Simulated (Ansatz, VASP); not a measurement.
One calculation of Na, two programs

```
CELL_PARAMETERS angstrom
-2.09633 2.11750 2.11750
2.11750 -2.09633 2.11750
2.11750 2.11750 -2.09633
ATOMIC_POSITIONS crystal
Na 0.00000 0.00000 0.00000
```

Change from the starting cell: equal xy, yz and zx shear strains of +1 %, crystal datasets.

Alike in both runs: task electric field gradients; functional PBEsol; k mesh 12 × 12 × 12; occupations fermi-dirac, width 0.05 eV; no spin polarisation.

|  | VASP | Ansatz |
| --- | --- | --- |
| version | VASP 6.6.1 | Ansatz 0.2.0 |
| potentials or method | VASP PAW PBE potentials, release 64 (Na_pv), cutoff 520 eV | all-electron PAW with datasets made for the crystal, scalar-relativistic |

|  | VASP | Ansatz | Ansatz less VASP |
| --- | --- | --- | --- |
| pressure (GPa) | -0.3 | -0.3 | 0.00 |
| size of Vzz on the site where it differs most (V/Å²) | 0.2 | 0.2 | -0.01 |

VASP's potentials were made for PBE, not for PBEsol. Ansatz ran all-electron here, and VASP with PAW potentials.
